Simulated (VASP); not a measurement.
Write the native input for VASP 6.6.1 that does the following.

```yaml
Task: single point
Functional: PBE
Potentials_or_basis: VASP PAW PBE potentials, release 64 (Rb_sv, Br)
Cutoff: 520 eV
k_mesh: 6 × 6 × 6
Occupations: fermi-dirac, width 0.02 eV
Spin: no spin polarisation
Dipole_correction: no
Further_INCAR_settings: ALGO = Normal; EDIFF = 1e-07; NBANDS = 15
```

The structure of RbBr lies in POSCAR:

```
RbBr
1.0
    0.0280869168      3.4716088936      3.4716088936
    3.4716088936      0.0280869168      3.4716088936
    3.4716088936      3.4716088936      0.0280869168
Rb Br
1 1
Direct
    0.0000000000      0.0000000000      0.0000000000
    0.5000000000      0.5000000000      0.5000000000
```

This cell differs from its parent crystal: epitaxial 111 strain -0.5%.

These files were run (other wordings do the same):

INCAR

```
PREC = Accurate ; ENCUT = 520
EDIFF = 1E-7 ; ISMEAR = -1
SIGMA = 0.02 ; LREAL = F
LASPH = T ; NELM = 80
ALGO = Normal ; ISIF = 2
LWAVE = F ; LCHARG = F
GGA = PE ; NBANDS = 15
```

KPOINTS

```
Automatic mesh
0
Gamma
  6 6 6
```

Potentials or basis: VASP PAW PBE potentials, release 64 (Rb_sv, Br).

The run is started by

```sh
$ cat potpaw_PBE.64/Rb_sv/POTCAR potpaw_PBE.64/Br/POTCAR > POTCAR
$ mpirun -np 1 vasp_std > vasp.out
```

It gave:

| Item | Value |
| --- | --- |
| Pressure | 0.6 GPa |
| Band gap on the k mesh | 4.29 eV |

Caveat: the cell differs from its parent crystal (epitaxial 111 strain -0.5%).

Wall time 100 s on 1 thread of AMD EPYC 7R13, with other jobs on the host, peak memory 0.22 GiB.
